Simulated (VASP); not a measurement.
## Co: single point with LDA

Crystal: Co.

```
Co
1.0
     2.53615    0.00000    0.00000
    -1.26807    2.19637    0.00000
     0.00000    0.00000    4.14298
Co
2
Direct
  0.33333 0.66667 0.74014
  0.66667 0.33333 0.25986
```

```yaml
Program: VASP 6.6.1
Task: single point
Functional: LDA
Potentials_or_basis: VASP PAW LDA potentials, release 64 (Co)
Cutoff: 520 eV
k_mesh: 12 × 12 × 7
Occupations: fermi-dirac, width 0.05 eV
Spin: collinear spin, ferromagnetic start
Starting_moments: "[2.0, 2.0] μB"
```

* Pressure: -27.0 GPa
* Largest force: 0.234 eV/Å
* Net moment: 3.23 μB per cell
* Site moments: Co +1.62 μB
* Valence electrons inside the program's atomic spheres: Co 8.18

Forces on the atoms (eV/Å):
```
Co   0.000  0.000  0.234
Co   0.000  0.000 -0.234
```

Stress tensor (GPa, compression positive):
```
-26.18   0.00   0.00
  0.00 -26.18   0.00
  0.00   0.00 -28.72
```

Levels at points of the mesh, in eV from the Fermi level:
Spin up:
| k point | band 7 | band 8 | band 9 | band 10 | band 11 | band 12 | band 13 | band 14 | band 15 | band 16 |
| --- | --- | --- | --- | --- | --- | --- | --- | --- | --- | --- |
| (0.00, 0.00, 0.00) | -2.12 | -1.72 | -1.72 | -0.73 | -0.73 | -0.12 | 5.71 | 21.57 | 23.56 | 23.56 |
| (0.50, 0.00, 0.00) | -2.02 | -0.61 | -0.57 | -0.45 | 1.25 | 3.12 | 9.01 | 9.87 | 12.09 | 13.20 |
Spin down:
```csv
k point,band 5,band 6,band 7,band 8,band 9,band 10
"(0.00, 0.00, 0.00)",-0.90,-0.61,-0.61,-0.12,-0.12,0.05
"(0.50, 0.00, 0.00)",-1.02,-0.96,-0.60,1.07,1.15,1.23
```

Wall time 110 s on 1 thread of AMD EPYC 7R43 64-Core Processor (Zen 3), on a shared host, peak memory 0.15 GiB.
